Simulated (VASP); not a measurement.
Set up this calculation in VASP 6.6.1, as the native input.

- Task: single point
- Functional: PBEsol
- Potentials or basis: VASP PAW PBE potentials, release 64 (Al, Co)
- Cutoff: 520 eV
- k mesh: 18 × 18 × 18
- Occupations: gaussian, width 0.1 eV
- Spin: no spin polarisation
- Dipole correction: no
- Further INCAR settings: ALGO = Fast; EDIFF = 1e-06; NBANDS = 13

The structure of AlCo lies in POSCAR:

```
AlCo
1.0
    2.8790372464      0.0000000000      0.0000000000
    0.0000000000      2.8084726080      0.0000000000
    0.0000000000      0.0000000000      2.8084726080
Al Co
1 1
Direct
    0.0000000000      0.0000000000      0.0000000000
    0.5000000000      0.5000000000      0.5000000000
```

This cell differs from its parent crystal: uniaxial strain along a: +2.0 %.

One way to write it, as run:

INCAR

```
SYSTEM = AlCo
PREC = Accurate
ENCUT = 520
EDIFF = 1E-6
ISMEAR = 0
SIGMA = 0.1
LREAL = .FALSE.
LASPH = .TRUE.
NELM = 80
ALGO = Fast
ISIF = 2
LWAVE = .FALSE.
LCHARG = .FALSE.
GGA = PS
NBANDS = 13
```

KPOINTS

```
regular mesh
0
G
  18 18 18
  0 0 0
```

Potentials or basis: VASP PAW PBE potentials, release 64 (Al, Co).

Launch:

```sh
$ cat potpaw_PBE.64/Al/POTCAR potpaw_PBE.64/Co/POTCAR > POTCAR
$ mpirun -np 1 vasp_std > vasp.out
```

It gave:

The pressure is -2.1 GPa and the band gap on the k mesh is zero (band 6 reaches 13.01 eV, above the bottom of band 7 at 10.41 eV).

Caveat: the cell differs from its parent crystal (uniaxial strain along a: +2.0 %); the PAW data sets were made with another functional, which shifts forces and pressure a little.

It took 54 s on 1 thread of Intel(R) Xeon(R) 6975P-C (Granite Rapids), with other jobs on the host, peak memory 0.28 GiB.
